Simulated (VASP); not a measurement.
Here is a VASP 6.6.1 calculation.

The input POSCAR:

```
BN
1.0
    2.5005496842      0.0000000000      0.0000000000
   -1.2502748421      2.1655395500      0.0000000000
    0.0000000000      0.0000000000      6.5264274549
B N
2 2
Direct
    0.3333333333      0.6666666667      0.2500000000
    0.6666666667      0.3333333333      0.7500000000
    0.6666666667      0.3333333333      0.2500000000
    0.3333333333      0.6666666667      0.7500000000
```

File INCAR.step1:

```
PREC     = Accurate       # precision mode
ENCUT    = 520            # plane-wave cutoff, eV
ISMEAR   = 0              # smearing method
SIGMA    = 0.01           # smearing width, eV
LREAL    = F              # projectors in reciprocal space
LASPH    = T              # aspherical terms in the spheres
NELM     = 80             # most SCF steps
NBANDS   = 16             # bands
GGA      = PE             # functional
ALGO     = Normal         # electronic algorithm
EDIFF    = 1E-4           # SCF threshold, eV
LWAVE    = T              # write WAVECAR
LCHARG   = F              # write CHGCAR
```

The input INCAR.step2:

```
PREC     = Accurate       # precision mode
ENCUT    = 520            # plane-wave cutoff, eV
EDIFF    = 1E-7           # SCF threshold, eV
ISMEAR   = 0              # smearing method
SIGMA    = 0.01           # smearing width, eV
LREAL    = F              # projectors in reciprocal space
LASPH    = T              # aspherical terms in the spheres
NELM     = 80             # most SCF steps
ALGO     = Normal         # electronic algorithm
ISIF     = 2              # what is computed and relaxed
LWAVE    = F              # write WAVECAR
LCHARG   = F              # write CHGCAR
METAGGA  = R2SCAN         # meta-GGA
LMIXTAU  = T            
LUSE_VDW = T            
IVDW_NL  = 2            
BPARAM   = 11.95        
CPARAM   = 0.0093       
NBANDS   = 16             # bands
ISTART   = 1
```

File KPOINTS:

```
Automatic mesh
0
Gamma
  12 12 4
```

Potentials or basis: VASP PAW PBE potentials, release 64 (B, N).

Run with:

```console
$ cat potpaw_PBE.64/B/POTCAR potpaw_PBE.64/N/POTCAR > POTCAR
$ cp INCAR.step1 INCAR
$ mpirun -np 1 vasp_std > vasp.out
$ cp INCAR.step2 INCAR
$ mpirun -np 1 vasp_std > vasp.out
```

Problem. Predict the band gap on the k mesh.

Solution. 4.80 eV (least direct gap 5.21 eV).

Problem. What does it give for the pressure?

Solution. 0.4 GPa.

Stress tensor (GPa, compression positive):
```
 0.82  0.00  0.00
 0.00  0.82  0.00
 0.00  0.00 -0.35
```

Caveat: the PAW data sets were made with another functional, which shifts forces and pressure a little. A k mesh can miss the band edges.
